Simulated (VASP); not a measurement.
Input of a VASP 6.6.1 run:

INCAR

```
ALGO     = Normal         # electronic algorithm
EDIFF    = 1E-6           # SCF threshold, eV
ENCUT    = 520            # plane-wave cutoff, eV
GGA      = PE             # functional
ISIF     = 2              # what is computed and relaxed
ISMEAR   = 0              # smearing method
LASPH    = True           # aspherical terms in the spheres
LCHARG   = True           # write CHGCAR
LELF     = True           # ELF
LREAL    = False          # projectors in reciprocal space
LVHAR    = True         
LWAVE    = False          # write WAVECAR
NBANDS   = 30             # bands
NELM     = 60             # most SCF steps
PREC     = Accurate       # precision mode
SIGMA    = 0.1            # smearing width, eV
```

Contents of KPOINTS:

```
k-points
0
Gamma
  3 3 4
```

Contents of POSCAR:

```
Al
1.0
    7.5446286261      0.0000000000      0.0000000000
   -3.7723143130      6.5338400523      0.0000000000
    0.0000000000      0.0000000000      5.5125832788
Al
12
Direct
    0.3258394361      0.3257266258      0.5833278673
    0.6742733742      0.0001128103      0.2499945340
    0.9998871897      0.6741605639      0.9166612007
    0.6741605639      0.6742733742      0.0833278673
    0.3257266258      0.9998871897      0.7499945340
    0.0001128103      0.3258394361      0.4166612007
    0.0001128103      0.6742733742      0.4166721327
    0.3257266258      0.3258394361      0.0833387993
    0.6741605639      0.9998871897      0.7500054660
    0.9998871897      0.3257266258      0.9166721327
    0.6742733742      0.6741605639      0.5833387993
    0.3258394361      0.0001128103      0.2500054660
```

Potentials or basis: VASP PAW PBE potentials, release 64 (Al).

Command:

```sh
$ cat potpaw_PBE.64/Al/POTCAR > POTCAR
$ mpirun -np 1 vasp_std > vasp.out
```

Problem. Predict the band gap on the k mesh.

Solution. Zero (band 18 reaches 5.10 eV, above the bottom of band 19 at 4.03 eV).

Problem. Predict the pressure.

Solution. 0.0 GPa.

Problem. Predict the largest force.

Solution. 0.004 eV/Å.

Forces in eV/Å, atoms in the order of the input:
```
Al   0.001  0.003  0.000
Al  -0.004 -0.001  0.000
Al   0.002 -0.003  0.000
Al  -0.001 -0.003  0.000
Al   0.004  0.001  0.000
Al  -0.002  0.003  0.000
Al   0.001 -0.003  0.000
Al   0.002  0.003  0.000
Al  -0.004  0.001  0.000
Al  -0.001  0.003  0.000
Al  -0.002 -0.003  0.000
Al   0.004 -0.001  0.000
```
